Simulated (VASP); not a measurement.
# LiH (P4/mmm) in VASP: notebook

Runs on LiH. Level: PBE. Tasks: single point.

All numbers are computed with VASP 6.6.1; they aren't measurements. Logs are shortened: lines on timing, memory, paths and dates and some standing lists are left out, and cuts for length are marked.

## (1) The cell of the first run

It takes space group P4/mmm (No. 123, tetragonal). Conventional cell: a = 2.538 Å, b = 2.538 Å, c = 3.407 Å, α = 90.00°, β = 90.00°, γ = 90.00°. Within 2.4 Å of Li (site symmetry 4/mmm) lie 4 H at 1.79 Å. H (site symmetry 4/mmm) has 4 Li at 1.79 Å within 2.4 Å.

The cell was built from a structure type or drawn by symmetry, and may not be a known phase.

## (2) Single point, PBE

INCAR reads:

```
SYSTEM = LiH
ALGO     = Normal         ! electronic algorithm
EDIFF    = 1E-7           ! SCF threshold, eV
ENCUT    = 520            ! plane-wave cutoff, eV
GGA      = PE             ! functional
ISIF     = 2              ! what is computed and relaxed
ISMEAR   = 0              ! smearing method
LASPH    = .True.         ! aspherical terms in the spheres
LCHARG   = .True.         ! write CHGCAR
LELF     = .True.         ! ELF
LREAL    = .False.        ! projectors in reciprocal space
LVHAR    = .True.       
LWAVE    = .False.        ! write WAVECAR
NBANDS   = 9              ! bands
NELM     = 60             ! most SCF steps
PREC     = Accurate       ! precision mode
SIGMA    = 0.1            ! smearing width, eV
```

KPOINTS reads:

```
k-points
0
Gamma
  6 6 6
  0 0 0
```

POSCAR reads:

```
LiH
1.0
    2.5376179000      0.0000000000      0.0000000000
    0.0000000000      2.5376179000      0.0000000000
    0.0000000000      0.0000000000      3.4070673600
Li H
1 1
Direct
    0.0000000000      0.0000000000      0.0000000000
    0.5000000000      0.5000000000      0.0000000000
```

Potentials or basis: VASP PAW PBE potentials, release 64 (Li_sv, H).

The run is started by

```
cat potpaw_PBE.64/Li_sv/POTCAR potpaw_PBE.64/H/POTCAR > POTCAR
mpirun -np 1 vasp_std > vasp.out
```

OUTCAR:

```text
SYSTEM = LiH
   EDIFF = 1E-7
   ENCUT = 520
   GGA = PE
   ISIF = 2
   ISMEAR = 0
   LASPH = .True.
   LREAL = .False.
   NELM = 60
   PREC = Accurate

 ion  position               nearest neighbor table
   1  0.000  0.000  0.000-
   2  0.500  0.500  0.000-

  LATTYP: Found a simple tetragonal cell.
 ALAT       =     2.5376179000
 C/A-ratio  =     1.3426242619

  Lattice vectors:

 A1 = (   2.5376179000,   0.0000000000,   0.0000000000)
 A2 = (   0.0000000000,   2.5376179000,   0.0000000000)
 A3 = (   0.0000000000,   0.0000000000,   3.4070673600)

Analysis of symmetry for initial positions (statically):
=====================================================================
 Subroutine PRICEL returns:
 Original cell was already a primitive cell.

 Routine SETGRP: Setting up the symmetry group for a
 simple tetragonal supercell.

 Subroutine GETGRP returns: Found 16 space group operations
 (whereof 16 operations were pure point group operations)
 out of a pool of 16 trial point group operations.

The static configuration has the point symmetry D_4h.

Analysis of symmetry for dynamics (positions and initial velocities):
=====================================================================
 Subroutine PRICEL returns:
 Original cell was already a primitive cell.

 Routine SETGRP: Setting up the symmetry group for a
 simple tetragonal supercell.

 Subroutine GETGRP returns: Found 16 space group operations
 (whereof 16 operations were pure point group operations)
 out of a pool of 16 trial point group operations.

The dynamic configuration has the point symmetry D_4h.

 Subroutine INISYM returns: Found 16 space group operations
 (whereof 16 operations are pure point group operations),
 and found     1 'primitive' translations

----------------------------------------------------------------------------------------

                                     Primitive cell

  volume of cell :      21.9398

  direct lattice vectors                    reciprocal lattice vectors
     2.537617900  0.000000000  0.000000000     0.394070360  0.000000000  0.000000000
     0.000000000  2.537617900  0.000000000     0.000000000  0.394070360  0.000000000
     0.000000000  0.000000000  3.407067360     0.000000000  0.000000000  0.293507552

  length of vectors
     2.537617900  2.537617900  3.407067360     0.394070360  0.394070360  0.293507552

  position of ions in fractional coordinates (direct lattice)
     0.000000000  0.000000000  0.000000000
     0.500000000  0.500000000  0.000000000

  ion indices of the primitive-cell ions
   primitive index   ion index
                 1           1
                 2           2

----------------------------------------------------------------------------------------

 KPOINTS: k-points

Automatic generation of k-mesh.
 Grid dimensions read from file:
 generate k-points for:    6    6    6

 Generating k-lattice:

  Cartesian coordinates                     Fractional coordinates (reciprocal lattice)
     0.065678393  0.000000000  0.000000000     0.166666667  0.000000000  0.000000000
     0.000000000  0.065678393  0.000000000     0.000000000  0.166666667  0.000000000
     0.000000000  0.000000000  0.048917925     0.000000000  0.000000000  0.166666667

  Length of vectors
     0.065678393  0.065678393  0.048917925

  Shift w.r.t. Gamma in fractional coordinates (k-lattice)
     0.000000000  0.000000000  0.000000000

 Subroutine IBZKPT returns following result:
 ===========================================

 Found     40 irreducible k-points:

 Following reciprocal coordinates:
            Coordinates               Weight
  0.000000  0.000000  0.000000      1.000000
  0.166667  0.000000  0.000000      4.000000
  0.333333  0.000000  0.000000      4.000000
  0.500000  0.000000  0.000000      2.000000
  0.166667  0.166667  0.000000      4.000000
  0.333333  0.166667  0.000000      8.000000
[... 16 lines left out ...]
  0.333333  0.000000  0.333333      8.000000
  0.500000  0.000000  0.333333      4.000000
 [... further k-points ...]
   k-points           NKPTS =     40   k-points in BZ     NKDIM =     40   number of bands    NBANDS=      9
   number of dos      NEDOS =    301   number of ions     NIONS =      2
   total plane-waves  NPLWV =  11200
   dimension x,y,z NGX =    20 NGY =   20 NGZ =   28
   dimension x,y,z NGXF=    40 NGYF=   40 NGZF=   56
   ions per type =               1   1
   NGX,Y,Z   is equivalent  to a cutoff of  13.10, 13.10, 13.66 a.u.
   NGXF,Y,Z  is equivalent  to a cutoff of  26.21, 26.21, 27.32 a.u.
 SYSTEM =  LiH
   PREC   = accura    normal or accurate (medium, high low for compatibility)
   ISTART =      0    job   : 0-new  1-cont  2-samecut
   ICHARG =      2    charge: 1-file 2-atom 10-const
   ISPIN  =      1    spin polarized calculation?
   LNONCOLLINEAR =      F non collinear calculations
   LSORBIT =      F    spin-orbit coupling
   LASPH  =      T    aspherical Exc in radial PAW
   ENCUT  =  520.0 eV  38.22 Ry    6.18 a.u.   4.72  4.72  6.33*2*pi/ulx,y,z
   NELM   =     60;   NELMIN=  2; NELMDL= -5     # of ELM steps
   EDIFF  = 0.1E-06   stopping-criterion for ELM
   LREAL  =      F    real-space projection
   EDIFFG = 0.1E-05   stopping-criterion for IOM
   NSW    =      0    number of steps for IOM
   IBRION =     -1    ionic relax: 0-MD 1-quasi-New 2-CG
   NFREE  =      0    steps in history (QN), initial steepest desc. (CG)
   ISIF   =      2    stress and relaxation
   ISYM   =      2    0-nonsym 1-usesym 2-fastsym
   POTIM  = 0.5000    time-step for ionic-motion
   TEBEG  =    0.0;   TEEND  =   0.0 temperature during run
   PSTRESS=    0.0 pullay stress
   NELECT =       4.0000    total number of electrons
   NUPDOWN=      -1.0000    fix difference up-down
   EMIN   =  10.00;   EMAX   =-10.00  energy-range for DOS
   EFERMI =   0.00;   METHOD = LEGACY
   ISMEAR =     0;   SIGMA  =   0.10  broadening in eV -4-tet -1-fermi 0-gaus
   EFERMI_NEDOS =   21; number of points for ismear=-14 and -15
   IALGO  =     38    algorithm
   IMIX   =      4    mixing-type and parameters
     AMIX     =   0.40;   BMIX     =  1.00
     AMIX_MAG =   1.60;   BMIX_MAG =  1.00
  volume/ion in A,a.u.               =      10.97        74.03
  Fermi-wavevector in a.u.,A,eV,Ry     =   0.928290  1.754214 11.724449  0.861723
  Thomas-Fermi vector in A             =   2.054451
   LORBIT       =      0    0 simple, 1 ext, 2 COOP (PROOUT), +10 PAW based schemes
   GGA     = PE    functional components
   LHFCALC =     F    Hartree Fock is set to
   AEXX    =    0.0000 exact exchange contribution
   IVDW    =     0    specifies the selected vdW correction
   LEPSILON=     F    determine dielectric tensor
   LRPA    =     F    only Hartree local field effects (RPA)
 non-spin polarized calculation
 Gauss-broadening in eV      SIGMA  =   0.10
  energy-cutoff  :      520.00
  volume of cell :       21.94
 maximum number of plane-waves:       617
 NGX is ok and might be reduce to    20
   NGX =  9   NGY =  9   NGZ = 13

 number of electron       4.0000006 magnetization

 Free energy of the ion-electron system (eV)
  ---------------------------------------------------
  ext. energy  EPLUGINS =         0.00000000
  ---------------------------------------------------
  free energy    TOTEN  =        -5.71641268 eV

  energy without entropy =       -5.71514737  energy(sigma->0) =       -5.71578003

 E-fermi :   0.3158     XC(G=0):  -7.0293

 val. band max:        0.2956172081   @ k =   0.5000   0.5000   0.3333
 cond. band min:       0.3808676145   @ k =   0.1667   0.0000   0.5000
 fundamental gap:      0.0852504064
 Fermi energy:         0.3157809010

 k-point     1 :       0.0000    0.0000    0.0000
  band No.  band energies     occupation
      1     -45.3089      2.00000
      2      -5.3481      2.00000
      3       6.5090      0.00000
      4       6.5478      0.00000
      5      14.7953      0.00000
      6      14.7953      0.00000
      7      18.0332      0.00000
      8      20.8311      0.00000
      9      26.8311      0.00000

 k-point     2 :       0.1667    0.0000    0.0000
  band No.  band energies     occupation
      1     -45.2962      2.00000
      2      -5.0193      2.00000
      3       6.4630      0.00000
      4       7.1810      0.00000
      5      11.5781      0.00000
      6      15.4108      0.00000
      7      19.7716      0.00000
      8      22.4631      0.00000
      9      23.0408      0.00000

 k-point     3 :       0.3333    0.0000    0.0000
  band No.  band energies     occupation
      1     -45.2712      2.00000
      2      -4.2143      2.00000
      3       5.0977      0.00000
      4       9.0548      0.00000
      5      10.7415      0.00000
      6      16.9595      0.00000
      7      17.1951      0.00000
      8      18.3205      0.00000
      9      19.2850      0.00000

 k-point     4 :       0.5000    0.0000    0.0000
  band No.  band energies     occupation
      1     -45.2588      2.00000
      2      -3.6876      2.00000
      3       3.9499      0.00000
      4      11.4126      0.00000
      5      11.7341      0.00000
      6      13.3538      0.00000
      7      16.1859      0.00000
      8      18.3091      0.00000
      9      19.1155      0.00000

 k-point     5 :       0.1667    0.1667    0.0000
  band No.  band energies     occupation
      1     -45.2841      2.00000
      2      -4.6520      2.00000
      3       6.7739      0.00000
      4       7.8127      0.00000
      5       9.8283      0.00000
      6      14.6589      0.00000
      7      20.4407      0.00000
      8      22.1301      0.00000
      9      23.7918      0.00000

 k-point     6 :       0.3333    0.1667    0.0000
  band No.  band energies     occupation
      1     -45.2600      2.00000
      2      -3.7353      2.00000
      3       5.4969      0.00000
      4       9.5706      0.00000
      5       9.6808      0.00000
      6      14.5404      0.00000
      7      17.0327      0.00000
      8      17.5405      0.00000
      9      21.1074      0.00000
[... 169 lines left out ...]
 k-point    21 :       0.0000    0.0000    0.3333
  band No.  band energies     occupation
      1     -45.3073      2.00000
      2      -4.4964      2.00000
      3       0.8091      0.00000
      4      14.4587      0.00000
      5      15.4194      0.00000
      6      15.4194      0.00000
      7      19.0710      0.00000
      8      20.7171      0.00000
      9      23.8809      0.00000

 k-point    22 :       0.1667    0.0000    0.3333
  band No.  band energies     occupation
      1     -45.2949      2.00000
      2      -4.2195      2.00000
      3       1.3867      0.00000
      4      11.3112      0.00000
      5      15.3528      0.00000
      6      16.0290      0.00000
      7      17.0403      0.00000
      8      21.2353      0.00000
      9      23.9418      0.00000

 k-point    23 :       0.3333    0.0000    0.3333
  band No.  band energies     occupation
      1     -45.2700      2.00000
      2      -3.5757      2.00000
      3       3.0491      0.00000
      4       7.9118      0.00000
      5      11.3147      0.00000
      6      16.8643      0.00000
      7      17.7861      0.00000
      8      21.0897      0.00000
      9      25.6585      0.00000

 k-point    24 :       0.5000    0.0000    0.3333
  band No.  band energies     occupation
      1     -45.2576      2.00000
      2      -3.1874      2.00000
      3       4.6736      0.00000
      4       6.8526      0.00000
      5       8.1733      0.00000
      6      17.5038      0.00000
      7      19.6105      0.00000
      8      22.1713      0.00000
      9      23.0780      0.00000

 [... further k-points ...]

------------------------ aborting loop because EDIFF is reached ----------------------------------------

  FORCE on cell =-STRESS in cart. coord.  units (eV):
  Direction    XX          YY          ZZ          XY          YZ          ZX
  --------------------------------------------------------------------------------------
  -------------------------------------------------------------------------------------
  Total        0.8383637      0.8383637      0.0653964      0.0000000      0.0000000      0.0000000
  in kB       61.2223328     61.2223328      4.7756345      0.0000000      0.0000000      0.0000000
  external PRESSURE =      42.4067667 kB  Pullay stress =       0.0000000 kB

 VOLUME and BASIS-vectors are now :
 -----------------------------------------------------------------------------
  energy-cutoff  :      520.00
  volume of cell :       21.94
      direct lattice vectors                 reciprocal lattice vectors
     2.537617900  0.000000000  0.000000000     0.394070360  0.000000000  0.000000000
     0.000000000  2.537617900  0.000000000     0.000000000  0.394070360  0.000000000
     0.000000000  0.000000000  3.407067360     0.000000000  0.000000000  0.293507552

 POSITION                                       TOTAL-FORCE (eV/Angst)
 -----------------------------------------------------------------------------------
      0.00000      0.00000      0.00000         0.000000      0.000000      0.000000
      1.26881      1.26881      0.00000         0.000000      0.000000      0.000000
 -----------------------------------------------------------------------------------
    total drift:                               -0.000000      0.000000     -0.000000

  FREE ENERGIE OF THE ION-ELECTRON SYSTEM (eV)
  ---------------------------------------------------
  free  energy   TOTEN  =        -5.7164126845 eV

  energy  without entropy=       -5.7151473705  energy(sigma->0) =       -5.71578003
```

Wall time 4.1 s (1 thread of AMD EPYC 9R45 (Zen 5), shared host); peak memory 0.1 GiB.

Results:

- Free energy: -5.7164 eV
- Band gap on the k mesh: zero (bands 2 and 3 overlap by 0.69 eV)

Caveat: the k points lie up to 0.41 Å⁻¹ apart, too coarse for converged energies and pressures of a metal; the cutoff is under 1.25 times the usual one of these potentials, so pressure, stress and relaxed cells hold a basis-set (Pulay) error.

## (3) Single point, PBE

This run uses another cell than the first one, of 13.95 Å³/atom.

INCAR reads:

```
SYSTEM = LiH
PREC     = Accurate       ! precision mode
ENCUT    = 520            ! plane-wave cutoff, eV
EDIFF    = 1E-6           ! SCF threshold, eV
ISMEAR   = 0              ! smearing method
SIGMA    = 0.1            ! smearing width, eV
LREAL    = .FALSE.        ! projectors in reciprocal space
LASPH    = .TRUE.         ! aspherical terms in the spheres
NELM     = 80             ! most SCF steps
ALGO     = Normal         ! electronic algorithm
ISIF     = 2              ! what is computed and relaxed
LWAVE    = .FALSE.        ! write WAVECAR
LCHARG   = .TRUE.         ! write CHGCAR
GGA      = PE             ! functional
LELF     = .TRUE.         ! ELF
LVHAR    = .TRUE.       
NBANDS   = 9              ! bands
```

KPOINTS reads:

```
Automatic mesh
0
G
  6 6 6
  0 0 0
```

POSCAR reads:

```
LiH
1.0
    2.6853501801      0.0000000000      0.0000000000
    0.0000000000      2.6853501801      0.0000000000
    0.0000000000      0.0000000000      3.8682818572
Li H
1 1
Direct
    0.0000000000      0.0000000000      0.0000000000
    0.5000000000      0.5000000000      0.0000000000
```

Potentials or basis: VASP PAW PBE potentials, release 64 (Li_sv, H).

The run is started by

```
cat potpaw_PBE.64/Li_sv/POTCAR potpaw_PBE.64/H/POTCAR > POTCAR
mpirun -np 1 vasp_std > vasp.out
```

It took 4.1 s on 1 thread of AMD EPYC 9R45 (Zen 5), shared host; peak memory 0.1 GiB.

The run converged. Its results:

| Quantity | Value |
| --- | --- |
| Free energy | -5.7716 eV |
| Band gap on the k mesh | 0.09 eV (least direct gap 4.21 eV) |

Levels at points of the mesh, in eV from the valence-band top:
```csv
k point,band 1,band 2,band 3,band 4,band 5,band 6,band 7
"(0.00, 0.00, 0.00)",-45.68,-4.89,4.97,5.22,13.34,13.34,16.44
"(0.50, 0.00, 0.00)",-45.65,-3.33,3.59,9.37,9.91,10.99,13.59
"(0.50, 0.50, 0.00)",-45.63,-0.25,4.48,4.48,10.40,12.99,14.87
"(0.00, 0.00, 0.50)",-45.68,-4.12,0.09,13.42,13.85,13.85,16.67
"(0.50, 0.00, 0.50)",-45.65,-2.95,4.94,5.64,5.76,15.34,17.49
"(0.50, 0.50, 0.50)",-45.63,0.00,5.19,5.19,9.32,10.71,11.01
```

Caveat: the cutoff is under 1.25 times the usual one of these potentials, so pressure, stress and relaxed cells hold a basis-set (Pulay) error. A k mesh can miss the band edges.
